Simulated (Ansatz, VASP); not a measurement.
# Sr in VASP and in Ansatz

Contents of INCAR:

```
SYSTEM = Sr
ALGO = Normal
EDIFF = 1E-6
EDIFFG = -0.01
ENCUT = 600
GGA = RE
IBRION = 2
ISIF = 3
ISMEAR = -1
LASPH = .True.
LCHARG = .False.
LREAL = .False.
LWAVE = .False.
NELM = 100
NSW = 80
PREC = Accurate
SIGMA = 0.1
```

The input KPOINTS:

```
k-points
0
Gamma
  9 9 3
  0 0 0
```

The input POSCAR:

```
Sr
1.0
    4.3025266259      0.0000000000      0.0000000000
   -2.1512633129      3.7260973585      0.0000000000
    0.0000000000      0.0000000000     14.0520519602
Sr
4
Direct
    0.0000000000      0.0000000000      0.0000000000
    0.0000000000      0.0000000000      0.5000000000
    0.3333333333      0.6666666667      0.2500000000
    0.6666666667      0.3333333333      0.7500000000
```

Input for Ansatz:

```yaml
crystal:
  lattice:
    - [4.3025266259, 0.0, 0.0]
    - [-2.1512633129, 3.7260973585, 0.0]
    - [0.0, 0.0, 14.0520519602]
  atoms:
    - { symbol: Sr, position: [0.0, 0.0, 0.0] }
    - { symbol: Sr, position: [0.0, 0.0, 0.5] }
    - { symbol: Sr, position: [0.3333333333, 0.6666666667, 0.25] }
    - { symbol: Sr, position: [0.6666666667, 0.3333333333, 0.75] }
hamiltonian:
  xc: revpbe
  pseudopotentials:
    kind: paw
    azcp:
      Sr: "pseudopotentials/Sr.paw.azcp"
basis:
  ecutwfc: 420
  fft_grid_basis: typed
kpoints:
  mp_grid: { grid: [9, 9, 3], shift: [0, 0, 0] }
magnetization:
  spin_polarized: false
scf:
  occupations: { method: fermi_dirac, width: 0.1 }
relax:
  max_steps: 60
  f_tol: 0.01
  cell: {}
output:
  write_density: true
  write_potential: true
  elf: true
  volumetric_format: npy
```

Alike in both runs: task relaxation of cell and atoms; functional revPBE; k mesh 9 × 9 × 3; occupations fermi-dirac, width 0.1 eV; no spin polarisation.

```csv
,VASP,Ansatz
version,VASP 6.6.1,Ansatz 0.2.0
potentials or method,"VASP PAW PBE potentials, release 64 (Sr_sv), cutoff 600 eV","plane waves (420 eV) with PAW, scalar-relativistic"
valence electrons in the cell,40,40
```

|  | VASP | Ansatz | Ansatz less VASP |
| --- | --- | --- | --- |
| relaxed volume (Å³/atom) | 57.88 | 57.76 | -0.115 |
| relaxed cell length with the largest relative difference (Å) | 4.339 | 4.336 | -0.0038 |

VASP's potentials were made for PBE, not for revPBE.
